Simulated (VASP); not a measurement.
**GaSb: single point with BHLYP**

The system is GaSb.

```
CELL_PARAMETERS angstrom
0.00000 3.11900 3.11900
3.11900 0.00000 3.11900
3.11900 3.11900 0.00000
ATOMIC_POSITIONS crystal
Sb 0.75000 0.75000 0.75000
Ga 0.00000 0.00000 0.00000
```

```json
{"Program": "VASP 6.6.1", "Task": "single point", "Functional": "BHLYP", "Potentials or basis": "VASP PAW PBE potentials, release 64 (Sb, Ga_d)", "Cutoff": "520 eV", "k mesh": "4 × 4 × 4", "Occupations": "fermi-dirac, width 0.05 eV", "Spin": "no spin polarisation", "Dipole correction": "no", "Grid for exact exchange (PRECFOCK)": "Normal", "Further INCAR settings": "ALGO = Normal; EDIFF = 1e-06; NBANDS = 16", "Share of exact exchange": "0.5"}
```

```json
{
  "Pressure": "-3.7 GPa",
  "Band gap on the k mesh": "2.76 eV"
}
```

Levels at points of the mesh, in eV from the valence-band top:
```tsv
k point	band 5	band 6	band 7	band 8	band 9	band 10	band 11	band 12	band 13	band 14
(0.00, 0.00, 0.00)	-20.26	-13.07	0.00	0.00	0.00	2.76	5.90	5.90	5.90	9.25
(0.50, 0.00, 0.00)	-20.26	-11.26	-7.07	-1.21	-1.21	3.23	6.95	6.95	9.97	12.76
(0.50, 0.50, 0.00)	-20.26	-10.31	-7.65	-2.73	-2.73	3.82	4.30	12.33	12.33	13.55
```

It took 14 min on 1 thread of AMD EPYC 7R43 64-Core Processor (Zen 3) (shared host), peak memory 0.18 GiB.

Caveat: the k points lie up to 0.44 Å⁻¹ apart; the PAW data sets were made with another functional, which shifts forces and pressure a little; spin-orbit coupling is left out, which moves the levels of the heavy elements. A k mesh can miss the band edges.
